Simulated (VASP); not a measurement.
Write the native input for VASP 6.6.1 that does the following.

- Task: relaxation of cell and atoms
- Functional: PBE
- Potentials or basis: VASP PAW PBE potentials, release 64 (Si, As)
- Cutoff: 600 eV
- k mesh: 6 × 6 × 4
- Occupations: gaussian, width 0.1 eV
- Spin: no spin polarisation
- Dipole correction: no
- Further INCAR settings: ALGO = Normal; EDIFF = 1e-06; IBRION = 2; EDIFFG = -0.04; NSW = 90; ISIF = 3

The structure of SiAs3 lies in POSCAR:

```
SiAs3
1.0
    4.5203369400      0.0000000000      0.0000000000
   -2.2601684700      3.9147266300      0.0000000000
    0.0000000000      0.0000000000      6.0171897100
Si As
1 3
Direct
    0.0000000000      0.0000000000      0.5000000000
    0.3333333300      0.6666666700      0.5351475100
    0.6666666700      0.3333333300      0.4648524900
    0.0000000000      0.0000000000      0.0000000000
```

One way to write it, as run:

INCAR

```
SYSTEM = SiAs3
ALGO = Normal
EDIFF = 1E-6
EDIFFG = -0.04
ENCUT = 600
GGA = PE
IBRION = 2
ISIF = 3
ISMEAR = 0
LASPH = .TRUE.
LCHARG = .FALSE.
LREAL = .FALSE.
LWAVE = .FALSE.
NELM = 60
NSW = 90
PREC = Accurate
SIGMA = 0.1
```

KPOINTS

```
k-points
0
G
  6 6 4
  0 0 0
```

Potentials or basis: VASP PAW PBE potentials, release 64 (Si, As).

Command:

```sh
$ cat potpaw_PBE.64/Si/POTCAR potpaw_PBE.64/As/POTCAR > POTCAR
$ mpirun -np 1 vasp_std > vasp.out
```

It gave:

* Relaxed volume: 19.52 Å³/atom
* Relaxed cell: a = 3.706 Å, b = 3.706 Å, c = 6.565 Å, α = 90.00°, β = 90.00°, γ = 120.00°
* Space group after relaxing (to 0.05 Å): P-3m1 (No. 164)
* Energy gained by relaxing: 838.2 meV/atom
* Ionic steps: 35
* Pressure after relaxing: -0.1 GPa
* Largest force after relaxing: 0.004 eV/Å

Caveat: the volume moved by over 15 % at a fixed basis, so the end points are rough.

It took 7.3 min on 1 thread of Intel(R) Xeon(R) 6975P-C (Granite Rapids), with other jobs on the host, peak memory 0.27 GiB.
